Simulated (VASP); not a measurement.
# AlNi (P4/mmm) in VASP: notebook

The runs below take AlNi through single point, with PBEsol.

Everything below comes from runs of VASP 6.6.1. Logs are shortened: lines on timing, memory, paths and dates and some standing lists are left out, and cuts for length are marked.

## (1) The cell of the first run

Symmetry: P4/mmm, No. 123, tetragonal system. The conventional cell has a = 2.719 Å, b = 2.719 Å, c = 2.862 Å, α = 90.00°, β = 90.00°, γ = 90.00°. Al (site symmetry 4/mmm) has 8 Ni at 2.40 Å and 6 Al at 2.72 to 2.86 Å within 3.2 Å. Within 3.2 Å of Ni (site symmetry 4/mmm) lie 8 Al at 2.40 Å and 6 Ni at 2.72 to 2.86 Å.

## (2) Single point, PBEsol (strain -0.050 along x and y, +0.000 along z)

INCAR

```
SYSTEM = AlNi
ALGO     = Normal         ! electronic algorithm
EDIFF    = 1E-6           ! SCF threshold, eV
ENCUT    = 600            ! plane-wave cutoff, eV
GGA      = PS             ! functional
GGA_COMPAT= .FALSE.      
ISIF     = 2              ! what is computed and relaxed
ISMEAR   = 0              ! smearing method
LASPH    = .TRUE.         ! aspherical terms in the spheres
LCHARG   = .FALSE.        ! write CHGCAR
LREAL    = .FALSE.        ! projectors in reciprocal space
LWAVE    = .FALSE.        ! write WAVECAR
NBANDS   = 14             ! bands
NELM     = 120            ! most SCF steps
PREC     = Accurate       ! precision mode
SIGMA    = 0.15           ! smearing width, eV
```

KPOINTS

```
k-points
0
G
  20 20 20
  0 0 0
```

POSCAR

```
AlNi
1.0
    2.7190572744      0.0000000000      0.0000000000
    0.0000000000      2.7190572744      0.0000000000
    0.0000000000      0.0000000000      2.8621655520
Al Ni
1 1
Direct
    0.0000000000      0.0000000000      0.0000000000
    0.5000000000      0.5000000000      0.5000000000
```

Potentials or basis: VASP PAW PBE potentials, release 64 (Al, Ni).

The run is started by

```sh
$ cat potpaw_PBE.64/Al/POTCAR potpaw_PBE.64/Ni/POTCAR > POTCAR
$ mpirun -np 1 vasp_std > vasp.out
```

OUTCAR:

```text
SYSTEM = AlNi
   EDIFF = 1E-6
   ENCUT = 600
   GGA = PS
   ISIF = 2
   ISMEAR = 0
   LASPH = .TRUE.
   LREAL = .FALSE.
   NELM = 120
   PREC = Accurate

 ion  position               nearest neighbor table
   1  0.000  0.000  0.000-   2 2.40   2 2.40   2 2.40   2 2.40   2 2.40   2 2.40   2 2.40   2 2.40

   2  0.500  0.500  0.500-   1 2.40   1 2.40   1 2.40   1 2.40   1 2.40   1 2.40   1 2.40   1 2.40

  LATTYP: Found a simple tetragonal cell.
 ALAT       =     2.7190572744
 C/A-ratio  =     1.0526315789

  Lattice vectors:

 A1 = (   2.7190572744,   0.0000000000,   0.0000000000)
 A2 = (   0.0000000000,   2.7190572744,   0.0000000000)
 A3 = (   0.0000000000,   0.0000000000,   2.8621655520)

Analysis of symmetry for initial positions (statically):
=====================================================================
 Subroutine PRICEL returns:
 Original cell was already a primitive cell.

 Routine SETGRP: Setting up the symmetry group for a
 simple tetragonal supercell.

 Subroutine GETGRP returns: Found 16 space group operations
 (whereof 16 operations were pure point group operations)
 out of a pool of 16 trial point group operations.

The static configuration has the point symmetry D_4h.

Analysis of symmetry for dynamics (positions and initial velocities):
=====================================================================
 Subroutine PRICEL returns:
 Original cell was already a primitive cell.

 Routine SETGRP: Setting up the symmetry group for a
 simple tetragonal supercell.

 Subroutine GETGRP returns: Found 16 space group operations
 (whereof 16 operations were pure point group operations)
 out of a pool of 16 trial point group operations.

The dynamic configuration has the point symmetry D_4h.

 Subroutine INISYM returns: Found 16 space group operations
 (whereof 16 operations are pure point group operations),
 and found     1 'primitive' translations

----------------------------------------------------------------------------------------

                                     Primitive cell

  volume of cell :      21.1608

  direct lattice vectors                    reciprocal lattice vectors
     2.719057274  0.000000000  0.000000000     0.367774526  0.000000000  0.000000000
     0.000000000  2.719057274  0.000000000     0.000000000  0.367774526  0.000000000
     0.000000000  0.000000000  2.862165552     0.000000000  0.000000000  0.349385800

  length of vectors
     2.719057274  2.719057274  2.862165552     0.367774526  0.367774526  0.349385800

  position of ions in fractional coordinates (direct lattice)
     0.000000000  0.000000000  0.000000000
     0.500000000  0.500000000  0.500000000

  ion indices of the primitive-cell ions
   primitive index   ion index
                 1           1
                 2           2

----------------------------------------------------------------------------------------

 KPOINTS: k-points

Automatic generation of k-mesh.
 Grid dimensions read from file:
 generate k-points for:   20   20   20

 Generating k-lattice:

  Cartesian coordinates                     Fractional coordinates (reciprocal lattice)
     0.018388726  0.000000000  0.000000000     0.050000000  0.000000000  0.000000000
     0.000000000  0.018388726  0.000000000     0.000000000  0.050000000  0.000000000
     0.000000000  0.000000000  0.017469290     0.000000000  0.000000000  0.050000000

  Length of vectors
     0.018388726  0.018388726  0.017469290

  Shift w.r.t. Gamma in fractional coordinates (k-lattice)
     0.000000000  0.000000000  0.000000000

 Subroutine IBZKPT returns following result:
 ===========================================

 Found    726 irreducible k-points:

 Following reciprocal coordinates:
            Coordinates               Weight
  0.000000  0.000000  0.000000      1.000000
  0.050000  0.000000  0.000000      4.000000
  0.100000  0.000000  0.000000      4.000000
  0.150000  0.000000  0.000000      4.000000
  0.200000  0.000000  0.000000      4.000000
  0.250000  0.000000  0.000000      4.000000
[... 16 lines left out ...]
  0.150000  0.100000  0.000000      8.000000
  0.200000  0.100000  0.000000      8.000000
 [... further k-points ...]
   k-points           NKPTS =    726   k-points in BZ     NKDIM =    726   number of bands    NBANDS=     14
   number of dos      NEDOS =    301   number of ions     NIONS =      2
   total plane-waves  NPLWV =  13824
   dimension x,y,z NGX =    24 NGY =   24 NGZ =   24
   dimension x,y,z NGXF=    48 NGYF=   48 NGZF=   48
   ions per type =               1   1
   NGX,Y,Z   is equivalent  to a cutoff of  14.67, 14.67, 13.94 a.u.
   NGXF,Y,Z  is equivalent  to a cutoff of  29.35, 29.35, 27.88 a.u.
 SYSTEM =  AlNi
   PREC   = accura    normal or accurate (medium, high low for compatibility)
   ISTART =      0    job   : 0-new  1-cont  2-samecut
   ICHARG =      2    charge: 1-file 2-atom 10-const
   ISPIN  =      1    spin polarized calculation?
   LNONCOLLINEAR =      F non collinear calculations
   LSORBIT =      F    spin-orbit coupling
   LASPH  =      T    aspherical Exc in radial PAW
   ENCUT  =  600.0 eV  44.10 Ry    6.64 a.u.   5.43  5.43  5.72*2*pi/ulx,y,z
   NELM   =    120;   NELMIN=  2; NELMDL= -5     # of ELM steps
   EDIFF  = 0.1E-05   stopping-criterion for ELM
   LREAL  =      F    real-space projection
   EDIFFG = 0.1E-04   stopping-criterion for IOM
   NSW    =      0    number of steps for IOM
   IBRION =     -1    ionic relax: 0-MD 1-quasi-New 2-CG
   NFREE  =      0    steps in history (QN), initial steepest desc. (CG)
   ISIF   =      2    stress and relaxation
   ISYM   =      2    0-nonsym 1-usesym 2-fastsym
   POTIM  = 0.5000    time-step for ionic-motion
   TEBEG  =    0.0;   TEEND  =   0.0 temperature during run
   PSTRESS=    0.0 pullay stress
   NELECT =      13.0000    total number of electrons
   NUPDOWN=      -1.0000    fix difference up-down
   EMIN   =  10.00;   EMAX   =-10.00  energy-range for DOS
   EFERMI =   0.00;   METHOD = LEGACY
   ISMEAR =     0;   SIGMA  =   0.15  broadening in eV -4-tet -1-fermi 0-gaus
   EFERMI_NEDOS =   21; number of points for ismear=-14 and -15
   IALGO  =     38    algorithm
   IMIX   =      4    mixing-type and parameters
     AMIX     =   0.40;   BMIX     =  1.00
     AMIX_MAG =   1.60;   BMIX_MAG =  1.00
  volume/ion in A,a.u.               =      10.58        71.40
  Fermi-wavevector in a.u.,A,eV,Ry     =   1.391699  2.629931 26.352137  1.936827
  Thomas-Fermi vector in A             =   2.515513
   LORBIT       =      0    0 simple, 1 ext, 2 COOP (PROOUT), +10 PAW based schemes
   GGA     = PS    functional components
   LHFCALC =     F    Hartree Fock is set to
   AEXX    =    0.0000 exact exchange contribution
   IVDW    =     0    specifies the selected vdW correction
   LEPSILON=     F    determine dielectric tensor
   LRPA    =     F    only Hartree local field effects (RPA)
 non-spin polarized calculation
 Gauss-broadening in eV      SIGMA  =   0.15
  energy-cutoff  :      600.00
  volume of cell :       21.16
 maximum number of plane-waves:       724
 NGX is ok and might be reduce to    24
   NGX = 11   NGY = 11   NGZ = 11

 number of electron      13.0000007 magnetization

 Free energy of the ion-electron system (eV)
  ---------------------------------------------------
  ext. energy  EPLUGINS =         0.00000000
  ---------------------------------------------------
  free energy    TOTEN  =       -11.43288466 eV

  energy without entropy =      -11.42468349  energy(sigma->0) =      -11.42878408

 E-fermi :  11.6053     XC(G=0): -12.7736

 val. band max:       11.6044237748   @ k =   0.3500   0.0000   0.1000
 cond. band min:      11.6072846545   @ k =   0.3500   0.0500   0.3000
 fundamental gap:      0.0028608797
 Fermi energy:        11.6053167569

 k-point     1 :       0.0000    0.0000    0.0000
  band No.  band energies     occupation
      1      -0.4586      2.00000
      2       7.6864      2.00000
      3       7.7477      2.00000
      4       9.7385      2.00000
      5       9.7385      2.00000
      6       9.8993      2.00000
      7      16.3514      0.00000
      8      18.3239      0.00000
      9      18.3239      0.00000
     10      19.8434      0.00000
     11      20.3576      0.00000
     12      27.7511      0.00000
     13      33.5883      0.00000
     14      33.5883      0.00000

 k-point     2 :       0.0500    0.0000    0.0000
  band No.  band energies     occupation
      1      -0.4067      2.00000
      2       7.6982      2.00000
      3       7.7523      2.00000
      4       9.7078      2.00000
      5       9.7415      2.00000
      6       9.8757      2.00000
      7      16.4249      0.00000
      8      17.6033      0.00000
      9      18.3902      0.00000
     10      19.9081      0.00000
     11      20.9477      0.00000
     12      27.9390      0.00000
     13      32.8441      0.00000
     14      33.5915      0.00000

 k-point     3 :       0.1000    0.0000    0.0000
  band No.  band energies     occupation
      1      -0.2512      2.00000
      2       7.7220      2.00000
      3       7.7712      2.00000
      4       9.6213      2.00000
      5       9.7503      2.00000
      6       9.8084      2.00000
      7      16.3696      0.00000
      8      16.6402      0.00000
      9      18.5856      0.00000
     10      19.9272      0.00000
     11      21.9587      0.00000
     12      28.5108      0.00000
     13      31.5532      0.00000
     14      33.0067      0.00000

 k-point     4 :       0.1500    0.0000    0.0000
  band No.  band energies     occupation
      1       0.0064      2.00000
      2       7.7151      2.00000
      3       7.8259      2.00000
      4       9.4931      2.00000
      5       9.7069      2.00000
      6       9.7640      2.00000
      7      15.1034      0.00000
      8      16.9834      0.00000
      9      18.9012      0.00000
     10      19.9338      0.00000
     11      22.8851      0.00000
     12      29.4650      0.00000
     13      30.2006      0.00000
     14      31.7211      0.00000

 k-point     5 :       0.2000    0.0000    0.0000
  band No.  band energies     occupation
      1       0.3637      2.00000
      2       7.6475      2.00000
      3       7.9081      2.00000
      4       9.3415      2.00000
      5       9.5843      2.00000
      6       9.7813      2.00000
      7      13.9202      0.00000
      8      17.4373      0.00000
      9      19.3245      0.00000
     10      19.9384      0.00000
     11      23.6647      0.00000
[... 276 lines left out ...]
 k-point    22 :       0.1000    0.1000    0.0000
  band No.  band energies     occupation
      1      -0.0450      2.00000
      2       7.7745      2.00000
      3       7.7853      2.00000
      4       9.6051      2.00000
      5       9.6653      2.00000
      6       9.7076      2.00000
      7      16.2049      0.00000
      8      16.9249      0.00000
      9      17.0315      0.00000
     10      20.6021      0.00000
     11      23.1265      0.00000
     12      29.1036      0.00000
     13      31.0163      0.00000
     14      31.4514      0.00000

 k-point    23 :       0.1500    0.1000    0.0000
  band No.  band energies     occupation
      1       0.2109      2.00000
      2       7.7729      2.00000
      3       7.8437      2.00000
      4       9.4986      2.00000
      5       9.5970      2.00000
      6       9.6618      2.00000
      7      15.2018      0.00000
      8      17.0291      0.00000
      9      17.2642      0.00000
     10      20.7621      0.00000
     11      24.0791      0.00000
     12      29.5177      0.00000
     13      30.1032      0.00000
     14      30.3096      0.00000

 k-point    24 :       0.2000    0.1000    0.0000
  band No.  band energies     occupation
      1       0.5658      2.00000
      2       7.7142      2.00000
      3       7.9282      2.00000
      4       9.3530      2.00000
      5       9.4683      2.00000
      6       9.6779      2.00000
      7      14.0572      0.00000
      8      17.3209      0.00000
      9      17.7138      0.00000
     10      20.8797      0.00000
     11      24.9336      0.00000
     12      28.4189      0.00000
     13      29.0057      0.00000
     14      31.0709      0.00000

 [... further k-points ...]

------------------------ aborting loop because EDIFF is reached ----------------------------------------

  FORCE on cell =-STRESS in cart. coord.  units (eV):
  Direction    XX          YY          ZZ          XY          YZ          ZX
  --------------------------------------------------------------------------------------
  -------------------------------------------------------------------------------------
  Total        3.1586963      3.1586963      2.5636937      0.0000000      0.0000000      0.0000000
  in kB      239.1591440    239.1591440    194.1088159      0.0000000      0.0000000      0.0000000
  external PRESSURE =     224.1423680 kB  Pullay stress =       0.0000000 kB

 VOLUME and BASIS-vectors are now :
 -----------------------------------------------------------------------------
  energy-cutoff  :      600.00
  volume of cell :       21.16
      direct lattice vectors                 reciprocal lattice vectors
     2.719057274  0.000000000  0.000000000     0.367774526  0.000000000  0.000000000
     0.000000000  2.719057274  0.000000000     0.000000000  0.367774526  0.000000000
     0.000000000  0.000000000  2.862165552     0.000000000  0.000000000  0.349385800

 POSITION                                       TOTAL-FORCE (eV/Angst)
 -----------------------------------------------------------------------------------
      0.00000      0.00000      0.00000         0.000000      0.000000      0.000000
      1.35953      1.35953      1.43108         0.000000      0.000000      0.000000
 -----------------------------------------------------------------------------------
    total drift:                                0.000000      0.000000     -0.000000

  FREE ENERGIE OF THE ION-ELECTRON SYSTEM (eV)
  ---------------------------------------------------
  free  energy   TOTEN  =       -11.4328846626 eV

  energy  without entropy=      -11.4246834912  energy(sigma->0) =      -11.42878408
```

It took 4.1 min on 1 thread of Intel Xeon 8259CL, shared host; peak memory 0.37 GiB.

Results:

```yaml
Free_energy: -11.4329 eV
Pressure: 22.4 GPa
Band_gap_on_the_k_mesh: zero (an odd number of electrons rules out a gap without spin polarisation)
```

Levels at points of the mesh, in eV from the Fermi level:
```csv
k point,band 3,band 4,band 5,band 6,band 7,band 8,band 9,band 10,band 11,band 12
"(0.00, 0.00, 0.00)",-3.86,-1.87,-1.87,-1.71,4.75,6.72,6.72,8.24,8.75,16.15
"(0.50, 0.00, 0.00)",-3.28,-2.87,-2.53,-1.74,-0.57,8.35,9.48,11.29,11.31,12.93
"(0.50, 0.50, 0.00)",-2.97,-2.97,-2.64,-2.64,-1.10,2.03,3.46,12.82,15.39,15.39
"(0.00, 0.00, 0.50)",-3.38,-2.54,-2.54,-1.63,-1.02,8.44,11.10,11.10,12.34,12.34
"(0.50, 0.00, 0.50)",-3.48,-3.21,-2.41,-2.35,-1.25,1.55,2.93,14.20,16.24,16.76
"(0.50, 0.50, 0.50)",-4.74,-1.24,-1.07,1.78,1.93,1.93,4.84,4.84,4.87,5.42
```

Caveat: the cell differs from its parent crystal (strain -0.050 along x and y, +0.000 along z); the cell stands under pressure; the PAW data sets were made with another functional, which shifts forces and pressure a little. Spin polarisation is off, so any magnetic state and its effect on volume and gap are missing.

## (3) Single point, PBEsol (strain -0.025 along x and y, -0.050 along z)

INCAR

```
  PREC = Accurate
  ENCUT = 600
  EDIFF = 1E-6
  ISMEAR = 0
  SIGMA = 0.15
  LREAL = F
  LASPH = T
  NELM = 120
  ALGO = Normal
  ISIF = 2
  LWAVE = F
  LCHARG = T
  GGA = PS
  LELF = T
  LVHAR = T
  NBANDS = 14
  GGA_COMPAT = F
```

KPOINTS

```
Automatic mesh
0
Gamma
  20 20 20
```

POSCAR

```
AlNi
1.0
    2.7906114132      0.0000000000      0.0000000000
    0.0000000000      2.7906114132      0.0000000000
    0.0000000000      0.0000000000      2.7190572744
Al Ni
1 1
Direct
    0.0000000000      0.0000000000      0.0000000000
    0.5000000000      0.5000000000      0.5000000000
```

Potentials or basis: VASP PAW PBE potentials, release 64 (Al, Ni).

The run is started by

```sh
$ cat potpaw_PBE.64/Al/POTCAR potpaw_PBE.64/Ni/POTCAR > POTCAR
$ mpirun -np 1 vasp_std > vasp.out
```

It took 3.9 min on 1 thread of Intel Xeon 8259CL, shared host; peak memory 0.38 GiB.

Results (log left out):

* Free energy: -11.4425 eV
* Pressure: 22.1 GPa
* Band gap on the k mesh: zero (an odd number of electrons rules out a gap without spin polarisation)

Stress tensor (GPa, compression positive):
```
21.16  0.00  0.00
 0.00 21.16  0.00
 0.00  0.00 24.08
```

Levels at points of the mesh, in eV from the Fermi level:
```
           k point  band 5  band 6  band 7  band 8  band 9  band 10
(0.00, 0.00, 0.00)   -1.78   -1.78    5.70    5.70    6.73     8.44
(0.50, 0.00, 0.00)   -2.53   -1.68   -0.79    8.40   10.26    11.21
(0.50, 0.50, 0.00)   -2.37   -2.37   -1.23    1.52    2.93    14.19
(0.00, 0.00, 0.50)   -2.70   -1.74   -0.57    8.42   10.36    10.36
(0.50, 0.00, 0.50)   -2.52   -2.49   -1.17    1.79    3.20    13.47
(0.50, 0.50, 0.50)   -1.11    1.85    1.85    1.92    4.84     4.86
```

Caveat: the cell differs from its parent crystal (strain -0.025 along x and y, -0.050 along z); the cell stands under pressure; the PAW data sets were made with another functional, which shifts forces and pressure a little. Spin polarisation is off, so any magnetic state and its effect on volume and gap are missing.

[end of part 1 of 2]
